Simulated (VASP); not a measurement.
Rh: relaxation of cell and atoms with PBE

Crystal: Rh.

```
CELL_PARAMETERS angstrom
0.00000 1.89785 1.89785
1.89785 0.00000 1.89785
1.89785 1.89785 0.00000
ATOMIC_POSITIONS crystal
Rh 0.00000 0.00000 0.00000
```

* Program: VASP 6.6.1
* Task: relaxation of cell and atoms
* Functional: PBE
* Potentials or basis: VASP PAW PBE potentials, release 64 (Rh_pv)
* Cutoff: 600 eV
* k mesh: 15 × 15 × 15
* Occupations: methfessel-paxton, width 0.1 eV
* Spin: no spin polarisation
* Target pressure: 6 GPa
* Dipole correction: no
* Further INCAR settings: ALGO = Normal; EDIFF = 1e-06; IBRION = 2; EDIFFG = -0.005; NSW = 80; ISIF = 3

* Relaxed volume: 13.73 Å³/atom
* Relaxed cell: a = 2.688 Å, b = 2.688 Å, c = 2.688 Å, α = 60.00°, β = 60.00°, γ = 60.00°
* Space group after relaxing (to 0.1 Å): Fm-3m (No. 225)
* Energy change on relaxing (the run minimises the enthalpy): -2.4 meV/atom
* Ionic steps: 3
* Pressure after relaxing: 6.0 GPa
* Band gap on the k mesh: zero (an odd number of electrons rules out a gap without spin polarisation)

The path:
```csv
step,energy change (eV),largest force (eV/Å),pressure (GPa),volume (Å³)
1,0.0000,0.0000,7.24,13.67
2,-0.0066,0.0000,2.88,13.88
3,-0.0024,0.0000,6.01,13.73
```

Final structure:
```xyz
1
Lattice="0.0000 1.9005 1.9005 1.9005 0.0000 1.9005 1.9005 1.9005 0.0000" Properties=species:S:1:pos:R:3 pbc="T T T"
Rh    0.0000    0.0000    0.0000
```

Levels at points of the mesh, in eV from the Fermi level:
| k point | band 5 | band 6 | band 7 | band 8 | band 9 | band 10 |
| --- | --- | --- | --- | --- | --- | --- |
| (0.00, 0.00, 0.00) | -3.11 | -3.11 | -3.11 | -1.02 | -1.02 | 15.98 |

Wall time 75 s on 1 thread of AMD EPYC 7R13, on a shared host, peak memory 0.13 GiB.

Caveat: the cell is relaxed towards a set pressure, so the run minimises the enthalpy, not the energy. PBE usually gives volumes a little too large and moduli too small.
